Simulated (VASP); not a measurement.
Be:

```
Be
1.0
     0.00000    2.22075    2.22075
     2.22075    0.00000    2.22075
     2.22075    2.22075    0.00000
Be
2
Direct
  0.12500 0.12500 0.12500
  0.87500 0.87500 0.87500
```

```yaml
Program: VASP 6.6.1
Task: relaxation of cell and atoms
Functional: LDA
Potentials_or_basis: VASP PAW LDA potentials, release 64 (Be)
Cutoff: 600 eV
k_mesh: 12 × 12 × 12
Occupations: fermi-dirac, width 0.1 eV
Spin: no spin polarisation
```

At the start: pressure 18.1 GPa; volume 10.95 Å³/atom.

Problem. How do energy, volume and symmetry change on relaxing?

Solution. Over 4 steps the energy falls by 146.9 meV/atom and the volume is 14.11 Å³/atom (+28.8 %); space group Fd-3m (No. 227, to 0.05 Å).

Step by step:
```tsv
step	energy change (eV)	largest force (eV/Å)	pressure (GPa)	volume (Å³)
1	0.0000	0.0000	18.12	21.90
2	-0.2684	0.0000	4.14	26.07
3	-0.2897	0.0000	-1.44	29.08
4	-0.2939	0.0000	-0.10	28.22
```

Final structure:
```
Be
1.0
     0.00000    2.41630    2.41630
     2.41630    0.00000    2.41630
     2.41630    2.41630    0.00000
Be
2
Direct
  0.12500 0.12500 0.12500
  0.87500 0.87500 0.87500
```

Caveat: the volume moved by over 15 % at a fixed basis, so the end points are rough.
